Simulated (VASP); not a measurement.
# SnO2: single point with PBEsol

SnO2:

```xyz
6
Lattice="4.7687 0.0000 0.0000 0.0000 4.7701 0.0000 0.0000 0.0000 3.2762" Properties=species:S:1:pos:R:3 pbc="T T T"
Sn    2.3843    2.3850    1.6381
Sn    0.0000    0.0000    0.0000
O     1.4640    1.4649    0.0000
O     3.8483    0.9202    1.6381
O     0.9203    3.8499    1.6381
O     3.3047    3.3052    0.0000
```

```yaml
Program: VASP 6.6.1
Task: single point
Functional: PBEsol
Potentials_or_basis: VASP PAW PBE potentials, release 64 (Sn_d, O)
Cutoff: 600 eV
k_mesh: 6 × 6 × 8
Occupations: gaussian, width 0.02 eV
Spin: no spin polarisation
Dipole_correction: no
Further_INCAR_settings: ALGO = Normal; EDIFF = 1e-06; NBANDS = 35
```

```
Pressure               : -4.0 GPa
Largest force          : 0.010 eV/Å
Band gap on the k mesh : 0.64 eV
```

Forces in eV/Å, atoms in the order of the input:
```
Sn   0.000  0.000  0.000
Sn   0.000  0.000  0.000
O   -0.007 -0.007  0.000
O   -0.007  0.007  0.000
O    0.007 -0.007  0.000
O    0.007  0.007  0.000
```

Stress tensor (GPa, compression positive):
```
-2.42  0.00  0.00
 0.00 -2.44  0.00
 0.00  0.00 -7.00
```

Levels at points of the mesh, in eV from the valence-band top:
```
           k point  band 23  band 24  band 25  band 26  band 27  band 28  band 29  band 30
(0.00, 0.00, 0.00)    -1.32    -0.73    -0.73     0.00     0.64     5.47     5.81     5.81
(0.50, 0.00, 0.00)    -1.26    -1.26    -0.61    -0.61     3.91     3.91     6.54     6.54
(0.00, 0.50, 0.00)    -1.26    -1.26    -0.61    -0.61     3.91     3.91     6.54     6.54
(0.50, 0.50, 0.00)    -1.40    -1.40    -0.83    -0.83     4.24     4.24     6.99     6.99
(0.00, 0.00, 0.50)    -1.60    -1.60    -1.21    -1.21     5.63     5.63     9.34     9.34
(0.50, 0.00, 0.50)    -1.03    -1.03    -0.70    -0.70     5.92     5.92     7.66     7.66
(0.00, 0.50, 0.50)    -1.03    -1.03    -0.70    -0.70     5.92     5.92     7.66     7.66
(0.50, 0.50, 0.50)    -0.93    -0.93    -0.76    -0.76     4.40     4.40     8.50     8.50
```

It took 3.5 min on 1 thread of Oxide Virtual Turin-like Processor, with other jobs on the host, peak memory 0.3 GiB.

Caveat: the cell stands under tension; semilocal functionals underestimate gaps, and a narrow one can read as zero; the PAW data sets were made with another functional, which shifts forces and pressure a little; spin-orbit coupling is left out, which moves the levels of the heavy elements.
